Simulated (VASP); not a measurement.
# Zn (I4/mmm) in VASP: notebook

Runs on Zn. Level: LDA. Tasks: single point.

Everything below comes from runs of VASP 6.6.1. Logs are shortened: lines on timing, memory, paths and dates and some standing lists are left out, and cuts for length are marked.

## Step 1: The cell of the first run

It takes space group I4/mmm (No. 139, tetragonal). The conventional cell has a = 3.011 Å, b = 3.011 Å, c = 3.092 Å, α = 90.00°, β = 90.00°, γ = 90.00°. Zn (site symmetry 4/mmm) has 14 Zn at 2.63 to 3.09 Å within 3.5 Å.

## Step 2: Single point, LDA (normal strain along x +0.0000, normal strain along z +0.0267)

INCAR

```
  PREC = Accurate
  ENCUT = 520
  EDIFF = 1E-6
  ISMEAR = 0
  SIGMA = 0.15
  LREAL = F
  LASPH = T
  NELM = 100
  ALGO = Normal
  ISIF = 2
  LWAVE = F
  LCHARG = F
  GGA = CA
  NBANDS = 12
```

KPOINTS

```
regular mesh
0
Gamma
  20 20 20
```

POSCAR

```
Zn
1.0
   -1.5056386871      1.5056386871      1.5458392400
    1.5056386871     -1.5056386871      1.5458392400
    1.5056386871      1.5056386871     -1.5458392400
Zn
1
Direct
    0.0000000000      0.0000000000      0.0000000000
```

Potentials or basis: VASP PAW LDA potentials, release 64 (Zn).

Launch:

```sh
cat potpaw_LDA.64/Zn/POTCAR > POTCAR
mpirun -np 1 vasp_std > vasp.out
```

OUTCAR:

```text
PREC = Accurate
   ENCUT = 520
   EDIFF = 1E-6
   ISMEAR = 0
   LREAL = F
   LASPH = T
   NELM = 100
   ISIF = 2
   GGA = CA

 ion  position               nearest neighbor table
   1  0.000  0.000  0.000-

  LATTYP: Found a body centered tetragonal cell.
 ALAT       =     3.0112773742
 C/A-ratio  =     1.0267000000

  Lattice vectors:

 A1 = (  -1.5056386871,   1.5056386871,   1.5458392400)
 A2 = (   1.5056386871,  -1.5056386871,   1.5458392400)
 A3 = (   1.5056386871,   1.5056386871,  -1.5458392400)

Analysis of symmetry for initial positions (statically):
=====================================================================
 Subroutine PRICEL returns:
 Original cell was already a primitive cell.

 Routine SETGRP: Setting up the symmetry group for a
 body centered tetragonal supercell.

 Subroutine GETGRP returns: Found 16 space group operations
 (whereof 16 operations were pure point group operations)
 out of a pool of 16 trial point group operations.

The static configuration has the point symmetry D_4h.

Analysis of symmetry for dynamics (positions and initial velocities):
=====================================================================
 Subroutine PRICEL returns:
 Original cell was already a primitive cell.

 Routine SETGRP: Setting up the symmetry group for a
 body centered tetragonal supercell.

 Subroutine GETGRP returns: Found 16 space group operations
 (whereof 16 operations were pure point group operations)
 out of a pool of 16 trial point group operations.

The dynamic configuration has the point symmetry D_4h.

 Subroutine INISYM returns: Found 16 space group operations
 (whereof 16 operations are pure point group operations),
 and found     1 'primitive' translations

----------------------------------------------------------------------------------------

                                     Primitive cell

  volume of cell :      14.0173

  direct lattice vectors                    reciprocal lattice vectors
    -1.505638687  1.505638687  1.545839240     0.000000000  0.332084984  0.323448899
     1.505638687 -1.505638687  1.545839240     0.332084984  0.000000000  0.323448899
     1.505638687  1.505638687 -1.545839240     0.332084984  0.332084984  0.000000000

  length of vectors
     2.631257241  2.631257241  2.631257241     0.463572677  0.463572677  0.469639089

  position of ions in fractional coordinates (direct lattice)
     0.000000000  0.000000000  0.000000000

  ion indices of the primitive-cell ions
   primitive index   ion index
                 1           1

----------------------------------------------------------------------------------------

 KPOINTS: regular mesh

Automatic generation of k-mesh.
 Grid dimensions read from file:
 generate k-points for:   20   20   20

 Generating k-lattice:

  Cartesian coordinates                     Fractional coordinates (reciprocal lattice)
     0.000000000  0.016604249  0.016172445     0.050000000  0.000000000 -0.000000000
     0.016604249  0.000000000  0.016172445     0.000000000  0.050000000 -0.000000000
     0.016604249  0.016604249  0.000000000     0.000000000  0.000000000  0.050000000

  Length of vectors
     0.023178634  0.023178634  0.023481954

  Shift w.r.t. Gamma in fractional coordinates (k-lattice)
     0.000000000  0.000000000  0.000000000

 Subroutine IBZKPT returns following result:
 ===========================================

 Found    641 irreducible k-points:

 Following reciprocal coordinates:
            Coordinates               Weight
  0.000000  0.000000  0.000000      1.000000
  0.050000  0.000000 -0.000000      8.000000
  0.100000  0.000000 -0.000000      8.000000
  0.150000 -0.000000  0.000000      8.000000
  0.200000  0.000000 -0.000000      8.000000
  0.250000 -0.000000  0.000000      8.000000
[... 16 lines left out ...]
 -0.400000  0.050000 -0.000000     16.000000
 -0.350000  0.050000 -0.000000     16.000000
 [... further k-points ...]
   k-points           NKPTS =    641   k-points in BZ     NKDIM =    641   number of bands    NBANDS=     12
   number of dos      NEDOS =    301   number of ions     NIONS =      1
   total plane-waves  NPLWV =   8000
   dimension x,y,z NGX =    20 NGY =   20 NGZ =   20
   dimension x,y,z NGXF=    40 NGYF=   40 NGZF=   40
   ions per type =               1
   NGX,Y,Z   is equivalent  to a cutoff of  12.64, 12.64, 12.64 a.u.
   NGXF,Y,Z  is equivalent  to a cutoff of  25.27, 25.27, 25.27 a.u.
 SYSTEM =  unknown system
   PREC   = accura    normal or accurate (medium, high low for compatibility)
   ISTART =      0    job   : 0-new  1-cont  2-samecut
   ICHARG =      2    charge: 1-file 2-atom 10-const
   ISPIN  =      1    spin polarized calculation?
   LNONCOLLINEAR =      F non collinear calculations
   LSORBIT =      F    spin-orbit coupling
   LASPH  =      T    aspherical Exc in radial PAW
   ENCUT  =  520.0 eV  38.22 Ry    6.18 a.u.   4.89  4.89  4.89*2*pi/ulx,y,z
   NELM   =    100;   NELMIN=  2; NELMDL= -5     # of ELM steps
   EDIFF  = 0.1E-05   stopping-criterion for ELM
   LREAL  =      F    real-space projection
   EDIFFG = 0.1E-04   stopping-criterion for IOM
   NSW    =      0    number of steps for IOM
   IBRION =     -1    ionic relax: 0-MD 1-quasi-New 2-CG
   NFREE  =      0    steps in history (QN), initial steepest desc. (CG)
   ISIF   =      2    stress and relaxation
   ISYM   =      2    0-nonsym 1-usesym 2-fastsym
   POTIM  = 0.5000    time-step for ionic-motion
   TEBEG  =    0.0;   TEEND  =   0.0 temperature during run
   PSTRESS=    0.0 pullay stress
   NELECT =      12.0000    total number of electrons
   NUPDOWN=      -1.0000    fix difference up-down
   EMIN   =  10.00;   EMAX   =-10.00  energy-range for DOS
   EFERMI =   0.00;   METHOD = LEGACY
   ISMEAR =     0;   SIGMA  =   0.15  broadening in eV -4-tet -1-fermi 0-gaus
   EFERMI_NEDOS =   21; number of points for ismear=-14 and -15
   IALGO  =     38    algorithm
   IMIX   =      4    mixing-type and parameters
     AMIX     =   0.40;   BMIX     =  1.00
     AMIX_MAG =   1.60;   BMIX_MAG =  1.00
  volume/ion in A,a.u.               =      14.02        94.59
  Fermi-wavevector in a.u.,A,eV,Ry     =   1.554461  2.937506 32.876444  2.416350
  Thomas-Fermi vector in A             =   2.658544
   LORBIT       =      0    0 simple, 1 ext, 2 COOP (PROOUT), +10 PAW based schemes
   GGA     = CA    functional components
   LHFCALC =     F    Hartree Fock is set to
   AEXX    =    0.0000 exact exchange contribution
   IVDW    =     0    specifies the selected vdW correction
   LEPSILON=     F    determine dielectric tensor
   LRPA    =     F    only Hartree local field effects (RPA)
 non-spin polarized calculation
 Gauss-broadening in eV      SIGMA  =   0.15
  energy-cutoff  :      520.00
  volume of cell :       14.02
 maximum number of plane-waves:       394
   NGX =  9   NGY =  9   NGZ =  9

 number of electron      11.9999983 magnetization

 Free energy of the ion-electron system (eV)
  ---------------------------------------------------
  ext. energy  EPLUGINS =         0.00000000
  ---------------------------------------------------
  free energy    TOTEN  =        -1.77903031 eV

  energy without entropy =       -1.77599503  energy(sigma->0) =       -1.77751267

 E-fermi :   3.6660     XC(G=0): -12.3409

 val. band max:        3.6570231948   @ k =   0.4500  -0.0000   0.0000
 cond. band min:       3.6722527276   @ k =  -0.3500  -0.4000   0.1000
 fundamental gap:      0.0152295328
 Fermi energy:         3.6659876422

 k-point     1 :       0.0000    0.0000    0.0000
  band No.  band energies     occupation
      1      -7.5582      2.00000
      2      -4.5508      2.00000
      3      -4.5508      2.00000
      4      -4.4953      2.00000
      5      -3.9623      2.00000
      6      -3.9122      2.00000
      7      23.7188      0.00000
      8      24.0066      0.00000
      9      24.0066      0.00000
     10      24.9627      0.00000
     11      25.5970      0.00000
     12      25.5970      0.00000

 k-point     2 :       0.0500    0.0000   -0.0000
  band No.  band energies     occupation
      1      -7.4744      2.00000
      2      -4.5486      2.00000
      3      -4.5475      2.00000
      4      -4.4855      2.00000
      5      -3.9684      2.00000
      6      -3.9146      2.00000
      7      22.3778      0.00000
      8      23.3152      0.00000
      9      23.4919      0.00000
     10      24.5706      0.00000
     11      24.9362      0.00000
     12      25.0994      0.00000

 k-point     3 :       0.1000    0.0000   -0.0000
  band No.  band energies     occupation
      1      -7.2258      2.00000
      2      -4.5617      2.00000
      3      -4.5417      2.00000
      4      -4.4325      2.00000
      5      -3.9866      2.00000
      6      -3.9187      2.00000
      7      19.7503      0.00000
      8      22.0520      0.00000
      9      22.5238      0.00000
     10      23.9106      0.00000
     11      24.1319      0.00000
     12      25.0020      0.00000

 k-point     4 :       0.1500   -0.0000    0.0000
  band No.  band energies     occupation
      1      -6.8240      2.00000
      2      -4.5975      2.00000
      3      -4.5252      2.00000
      4      -4.3347      2.00000
      5      -4.0110      2.00000
      6      -3.9208      2.00000
      7      17.0749      0.00000
      8      20.7513      0.00000
      9      21.4022      0.00000
     10      22.9634      0.00000
     11      23.5648      0.00000
     12      25.3997      0.00000

 k-point     5 :       0.2000    0.0000   -0.0000
  band No.  band energies     occupation
      1      -6.3023      2.00000
      2      -4.6453      2.00000
      3      -4.4733      2.00000
      4      -4.2056      2.00000
      5      -4.0304      2.00000
      6      -3.9205      2.00000
      7      14.4836      0.00000
      8      19.5352      0.00000
      9      20.3389      0.00000
     10      22.1476      0.00000
     11      23.0552      0.00000
     12      26.0285      0.00000

 k-point     6 :       0.2500   -0.0000    0.0000
  band No.  band energies     occupation
      1      -5.7640      2.00000
      2      -4.6988      2.00000
      3      -4.2865      2.00000
      4      -4.0576      2.00000
      5      -4.0372      2.00000
      6      -3.9180      2.00000
      7      12.0092      0.00000
      8      18.4489      0.00000
      9      19.3990      0.00000
     10      21.4682      0.00000
     11      22.6319      0.00000
     12      26.8412      0.00000

 k-point     7 :       0.3000   -0.0000    0.0000
  band No.  band energies     occupation
      1      -5.4201      2.00000
      2      -4.7523      2.00000
      3      -4.0335      2.00000
      4      -3.9136      2.00000
      5      -3.9048      2.00000
      6      -3.7493      2.00000
      7       9.6675      0.00000
      8      17.5197      0.00000
      9      18.6086      0.00000
     10      20.9216      0.00000
     11      22.2988      0.00000
     12      27.8156      0.00000

 k-point     8 :       0.3500    0.0000    0.0000
  band No.  band energies     occupation
      1      -5.3128      2.00000
      2      -4.8005      2.00000
      3      -4.0210      2.00000
      4      -3.9077      2.00000
      5      -3.7626      2.00000
      6      -2.8193      2.00000
      7       7.4724      0.00000
      8      16.7695      0.00000
      9      17.9819      0.00000
     10      20.5032      0.00000
     11      22.0519      0.00000
     12      28.9254      0.00000
[... 166 lines left out ...]
 k-point    20 :       0.4500    0.0500    0.0000
  band No.  band energies     occupation
      1      -5.2971      2.00000
      2      -4.8633      2.00000
      3      -3.9967      2.00000
      4      -3.9121      2.00000
      5      -3.5830      2.00000
      6       0.3224      2.00000
      7       3.0145      2.00000
      8      15.1178      0.00000
      9      16.6691      0.00000
     10      20.6986      0.00000
     11      22.4593      0.00000
     12      31.5950      0.00000

 k-point    21 :       0.5000    0.0500    0.0000
  band No.  band energies     occupation
      1      -5.2973      2.00000
      2      -4.8636      2.00000
      3      -4.0018      2.00000
      4      -3.9059      2.00000
      5      -3.5830      2.00000
      6       0.3487      2.00000
      7       2.9837      2.00000
      8      15.1418      0.00000
      9      16.6550      0.00000
     10      20.7026      0.00000
     11      22.4331      0.00000
     12      30.6865      0.00000

 k-point    22 :      -0.4500    0.0500   -0.0000
  band No.  band energies     occupation
      1      -5.2852      2.00000
      2      -4.8475      2.00000
      3      -4.0128      2.00000
      4      -3.9049      2.00000
      5      -3.6383      2.00000
      6      -0.8826      2.00000
      7       4.5414      0.00000
      8      15.3755      0.00000
      9      16.8219      0.00000
     10      20.8275      0.00000
     11      22.4818      0.00000
     12      29.5815      0.00000

 k-point    23 :      -0.4000    0.0500   -0.0000
  band No.  band energies     occupation
      1      -5.2753      2.00000
      2      -4.8164      2.00000
      3      -4.0264      2.00000
      4      -3.9122      2.00000
      5      -3.7436      2.00000
      6      -2.1346      2.00000
      7       6.4651      0.00000
      8      15.8128      0.00000
      9      17.1661      0.00000
     10      21.0760      0.00000
     11      22.6072      0.00000
     12      28.4825      0.00000

 k-point    24 :      -0.3500    0.0500   -0.0000
  band No.  band energies     occupation
      1      -5.3116      2.00000
      2      -4.7731      2.00000
      3      -4.0395      2.00000
      4      -3.9619      2.00000
      5      -3.8705      2.00000
      6      -3.1765      2.00000
      7       8.5778      0.00000
      8      16.4409      0.00000
      9      17.6820      0.00000
     10      21.4512      0.00000
     11      22.8132      0.00000
     12      27.4637      0.00000

 [... further k-points ...]
[... 5 lines left out ...]
  --------------------------------------------------------------------------------------
  -------------------------------------------------------------------------------------
  Total       -0.1797627     -0.1797627     -0.0643358      0.0000000     -0.0000000      0.0000000
  in kB      -20.5468086    -20.5468086     -7.3535564      0.0000000     -0.0000000      0.0000000
  external PRESSURE =     -16.1490578 kB  Pullay stress =       0.0000000 kB

 VOLUME and BASIS-vectors are now :
 -----------------------------------------------------------------------------
  energy-cutoff  :      520.00
  volume of cell :       14.02
      direct lattice vectors                 reciprocal lattice vectors
    -1.505638687  1.505638687  1.545839240     0.000000000  0.332084984  0.323448899
     1.505638687 -1.505638687  1.545839240     0.332084984  0.000000000  0.323448899
     1.505638687  1.505638687 -1.545839240     0.332084984  0.332084984  0.000000000

 POSITION                                       TOTAL-FORCE (eV/Angst)
 -----------------------------------------------------------------------------------
      0.00000      0.00000      0.00000        -0.000000     -0.000000      0.000000
 -----------------------------------------------------------------------------------
    total drift:                                0.000000     -0.000000      0.000000

  FREE ENERGIE OF THE ION-ELECTRON SYSTEM (eV)
  ---------------------------------------------------
  free  energy   TOTEN  =        -1.7790303065 eV

  energy  without entropy=       -1.7759950270  energy(sigma->0) =       -1.77751267
```

Wall time 28 s (1 thread of Intel Xeon 6975P-C (Granite Rapids), shared host); peak memory 0.2 GiB.

Results:

| Item | Value |
| --- | --- |
| Free energy | -1.7790 eV |
| Pressure | -1.6 GPa |
| Band gap on the k mesh | zero (band 6 reaches 7.45 eV, above the bottom of band 7 at 2.64 eV) |

Stress tensor (GPa, compression positive):
```
-2.05  0.00  0.00
 0.00 -2.05  0.00
 0.00  0.00 -0.74
```

Caveat: the cell differs from its parent crystal (normal strain along x +0.0000, normal strain along z +0.0267).

(Part 1 of 2 ends here.)
